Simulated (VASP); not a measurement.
# TePb (Fm-3m) in VASP: further runs, part 2 of 2

VASP 6.6.1. The steps go on from the part before.

### 5 Single point, r2SCAN

The input, POSCAR:

```
TePb
1.0
    0.0000000000      3.2481500000      3.2481500000
    3.2481500000      0.0000000000      3.2481500000
    3.2481500000      3.2481500000      0.0000000000
Pb Te
1 1
Direct
    0.0000000000      0.0000000000      0.0000000000
    0.5000000000      0.5000000000      0.5000000000
```

The input, INCAR.step1:

```
SYSTEM = TePb
ALGO     = Normal         ! electronic algorithm
EDIFF    = 1E-4           ! SCF threshold, eV
ENCUT    = 520            ! plane-wave cutoff, eV
GGA      = PE             ! functional
ISMEAR   = -1             ! smearing method
LASPH    = .TRUE.         ! aspherical terms in the spheres
LCHARG   = .FALSE.        ! write CHGCAR
LREAL    = .FALSE.        ! projectors in reciprocal space
LWAVE    = .TRUE.         ! write WAVECAR
NBANDS   = 17             ! bands
NELM     = 80             ! most SCF steps
PREC     = Accurate       ! precision mode
SIGMA    = 0.1            ! smearing width, eV
```

The input, INCAR.step2:

```
SYSTEM = TePb
ALGO     = Normal         ! electronic algorithm
EDIFF    = 1E-6           ! SCF threshold, eV
ENCUT    = 520            ! plane-wave cutoff, eV
ISIF     = 2              ! what is computed and relaxed
ISMEAR   = -1             ! smearing method
ISTART   = 1            
LASPH    = .TRUE.         ! aspherical terms in the spheres
LCHARG   = .TRUE.         ! write CHGCAR
LELF     = .TRUE.         ! ELF
LMIXTAU  = .TRUE.       
LREAL    = .FALSE.        ! projectors in reciprocal space
LVHAR    = .TRUE.       
LWAVE    = .FALSE.        ! write WAVECAR
METAGGA  = R2SCAN         ! meta-GGA
NBANDS   = 17             ! bands
NELM     = 80             ! most SCF steps
PREC     = Accurate       ! precision mode
SIGMA    = 0.1            ! smearing width, eV
```

The input, KPOINTS:

```
k-points
0
G
  5 5 5
  0 0 0
```

Potentials or basis: VASP PAW PBE potentials, release 64 (Pb_d, Te).

Launch:

```bash
$ cat potpaw_PBE.64/Pb_d/POTCAR potpaw_PBE.64/Te/POTCAR > POTCAR
$ cp INCAR.step1 INCAR
$ mpirun -np 1 vasp_std > vasp.out
$ cp INCAR.step2 INCAR
$ mpirun -np 1 vasp_std > vasp.out
```

OUTCAR:

```text
SYSTEM = TePb
   EDIFF = 1E-6
   ENCUT = 520
   ISIF = 2
   ISMEAR = -1
   ISTART = 1
   LASPH = .TRUE.
   LREAL = .FALSE.
   METAGGA = R2SCAN
   NELM = 80
   PREC = Accurate

 ion  position               nearest neighbor table
   1  0.000  0.000  0.000-   2 3.25   2 3.25   2 3.25   2 3.25   2 3.25   2 3.25
   2  0.500  0.500  0.500-   1 3.25   1 3.25   1 3.25   1 3.25   1 3.25   1 3.25

  LATTYP: Found a face centered cubic cell.
 ALAT       =     6.4963000000

  Lattice vectors:

 A1 = (   0.0000000000,   3.2481500000,   3.2481500000)
 A2 = (   3.2481500000,   0.0000000000,   3.2481500000)
 A3 = (   3.2481500000,   3.2481500000,   0.0000000000)

Analysis of symmetry for initial positions (statically):
=====================================================================
 Subroutine PRICEL returns:
 Original cell was already a primitive cell.

 Routine SETGRP: Setting up the symmetry group for a
 face centered cubic supercell.

 Subroutine GETGRP returns: Found 48 space group operations
 (whereof 48 operations were pure point group operations)
 out of a pool of 48 trial point group operations.

The static configuration has the point symmetry O_h .

Analysis of symmetry for dynamics (positions and initial velocities):
=====================================================================
 Subroutine PRICEL returns:
 Original cell was already a primitive cell.

 Routine SETGRP: Setting up the symmetry group for a
 face centered cubic supercell.

 Subroutine GETGRP returns: Found 48 space group operations
 (whereof 48 operations were pure point group operations)
 out of a pool of 48 trial point group operations.

The dynamic configuration has the point symmetry O_h .

 Subroutine INISYM returns: Found 48 space group operations
 (whereof 48 operations are pure point group operations),
 and found     1 'primitive' translations

[... 96 lines left out ...]
   IALGO  =     38    algorithm
   IMIX   =      4    mixing-type and parameters
     AMIX     =   0.40;   BMIX     =  1.00
     AMIX_MAG =   1.60;   BMIX_MAG =  1.00
  volume/ion in A,a.u.               =      34.27       231.26
  Fermi-wavevector in a.u.,A,eV,Ry     =   1.085856  2.051970 16.042391  1.179082
  Thomas-Fermi vector in A             =   2.221979
   LORBIT       =      0    0 simple, 1 ext, 2 COOP (PROOUT), +10 PAW based schemes
   METAGGA = R2SCAN    functional components
   LHFCALC =     F    Hartree Fock is set to
   AEXX    =    0.0000 exact exchange contribution
   IVDW    =     0    specifies the selected vdW correction
   LEPSILON=     F    determine dielectric tensor
   LRPA    =     F    only Hartree local field effects (RPA)
 non-spin polarized calculation
  energy-cutoff  :      520.00
  volume of cell :       68.54
 maximum number of plane-waves:      1862
 NGX is ok and might be reduce to    36
   NGX = 17   NGY = 17   NGZ = 17

 number of electron      20.0000003 magnetization

 Free energy of the ion-electron system (eV)
  ---------------------------------------------------
  ext. energy  EPLUGINS =         0.00000000
  ---------------------------------------------------
  free energy    TOTEN  =       -82.70277763 eV

  energy without entropy =      -82.70256876  energy(sigma->0) =      -82.70267320

 E-fermi :   5.9227     XC(G=0):  -9.7402

 val. band max:        5.1476629846   @ k =   0.4000   0.0000   0.0000
 cond. band min:       6.6400754342   @ k =   0.4000   0.0000   0.0000
 fundamental gap:      1.4924124496
 Fermi energy:         5.9227342650

 k-point     1 :       0.0000    0.0000    0.0000
  band No.  band energies     occupation
      1     -12.0445      2.00000
      2     -12.0445      2.00000
      3     -12.0337      2.00000
      4     -12.0337      2.00000
      5     -12.0337      2.00000
      6      -7.0754      2.00000
[... 177 lines left out ...]
      4     -12.0211      2.00000
      5     -12.0119      2.00000
      6      -5.3571      2.00000
[... 9 lines left out ...]
     16      15.9678      0.00000
     17      15.9755      0.00000

------------------------ aborting loop because EDIFF is reached ----------------------------------------

  FORCE on cell =-STRESS in cart. coord.  units (eV):
  Direction    XX          YY          ZZ          XY          YZ          ZX
  --------------------------------------------------------------------------------------
  -------------------------------------------------------------------------------------
  Total        0.3424234      0.3424234      0.3424234      0.0000000      0.0000000     -0.0000000
  in kB        8.0045291      8.0045291      8.0045291      0.0000000      0.0000000     -0.0000000
  external PRESSURE =       8.0045291 kB  Pullay stress =       0.0000000 kB

 VOLUME and BASIS-vectors are now :
 -----------------------------------------------------------------------------
  energy-cutoff  :      520.00
  volume of cell :       68.54
      direct lattice vectors                 reciprocal lattice vectors
     0.000000000  3.248150000  3.248150000    -0.153933778  0.153933778  0.153933778
     3.248150000  0.000000000  3.248150000     0.153933778 -0.153933778  0.153933778
     3.248150000  3.248150000  0.000000000     0.153933778  0.153933778 -0.153933778

 POSITION                                       TOTAL-FORCE (eV/Angst)
 -----------------------------------------------------------------------------------
      0.00000      0.00000      0.00000        -0.000000      0.000000      0.000000
      3.24815      3.24815      3.24815         0.000000     -0.000000     -0.000000
 -----------------------------------------------------------------------------------
    total drift:                               -0.000000      0.000000      0.000000

  FREE ENERGIE OF THE ION-ELECTRON SYSTEM (eV)
  ---------------------------------------------------
  free  energy   TOTEN  =       -82.7027776284 eV

  energy  without entropy=      -82.7025687641  energy(sigma->0) =      -82.70267320
```

OUTCAR.step1:

```text
SYSTEM = TePb
   EDIFF = 1E-4
   ENCUT = 520
   GGA = PE
   ISMEAR = -1
   LASPH = .TRUE.
   LREAL = .FALSE.
[... 403 lines left out ...]
      0.00000      0.00000      0.00000        -0.000000     -0.000000      0.000000
      3.24815      3.24815      3.24815         0.000000      0.000000     -0.000000
 -----------------------------------------------------------------------------------
    total drift:                               -0.000000      0.000000      0.000000

  FREE ENERGIE OF THE ION-ELECTRON SYSTEM (eV)
  ---------------------------------------------------
  free  energy   TOTEN  =        -7.5146572164 eV

  energy  without entropy=       -7.5139594474  energy(sigma->0) =       -7.51430833
```

It took 51 s on 1 thread of Intel Xeon Platinum 8259CL at 2.50GHz (Skylake/Cascade Lake), shared host; peak memory 0.21 GiB.

Results:

| Quantity | Value |
| --- | --- |
| Free energy | -82.7028 eV |
| Pressure | 0.8 GPa |

Levels at points of the mesh, in eV from the Fermi level:
| k point | band 7 | band 8 | band 9 | band 10 | band 11 | band 12 | band 13 | band 14 |
| --- | --- | --- | --- | --- | --- | --- | --- | --- |
| (0.00, 0.00, 0.00) | -6.29 | -2.05 | -2.05 | -2.05 | 3.71 | 3.71 | 3.71 | 5.60 |

Caveat: this odd mesh misses L, where the gap lies, so gap, dielectric constants and Born charges aren't listed; the PAW data sets were made with another functional, which shifts forces and pressure a little; spin-orbit coupling is left out, which moves the levels of the heavy elements.

### 6 Summary

| level | smearing | pressure (GPa) |
| --- | --- | --- |
| revPBE+D3(BJ) | fermi-dirac 0.1 eV | -1.1 |
| r2SCAN | fermi-dirac 0.1 eV | 0.8 |
| r2SCAN | gaussian 0.001 eV | 0.8 |

Alike in all rows: task single point; potentials or basis VASP PAW PBE potentials, release 64 (Pb_d, Te); no spin polarisation; cell as given; k mesh 5 × 5 × 5; cutoff (eV) 520.

The pressure there spans -1.1 GPa (revPBE+D3(BJ)) to 0.8 GPa (r2SCAN); a positive pressure means that this level wants a larger cell, a negative one a smaller.

Caveats: the PAW data sets were made with another functional, which shifts forces and pressure a little; spin-orbit coupling is left out, which moves the levels of the heavy elements.

Absolute energies hang on the potentials; compare differences alone.
